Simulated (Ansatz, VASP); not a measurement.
# Two plane-wave programs on CdSe

```
Cd Se
1.0
     0.00000    3.00544    3.15416
     3.00544    0.00000    3.15416
     3.00544    3.00544    0.00000
Cd Se
1 1
Direct
  0.00000 0.00000 0.00000
  0.25000 0.25000 0.25000
```

Change from the starting cell: strained cell.

Alike in both runs: task relaxation of the atoms; functional PBE; k mesh 8 × 8 × 8; occupations gaussian, width 0.02 eV; no spin polarisation.

|  | VASP | Ansatz |
| --- | --- | --- |
| version | VASP 6.6.1 | Ansatz 0.2.0 |
| potentials or method | VASP PAW PBE potentials, release 64 (Cd, Se), cutoff 450 eV | scalar-relativistic, plane waves, PAW |
| valence electrons in the cell | 18 | 36 |

```csv
,VASP,Ansatz,Ansatz less VASP
"gap on the k mesh at the Fermi level, each at its own relaxed structure (eV)",0.52,0.52,-0.001
```

VASP's potentials hold 18 valence electrons a cell and Ansatz's 36, so a difference there can come from the potentials and not from the codes. Ansatz's warnings: stress scf threshold loose.

Noted on VASP's run: the relaxation stopped at its first step, so nothing moved.
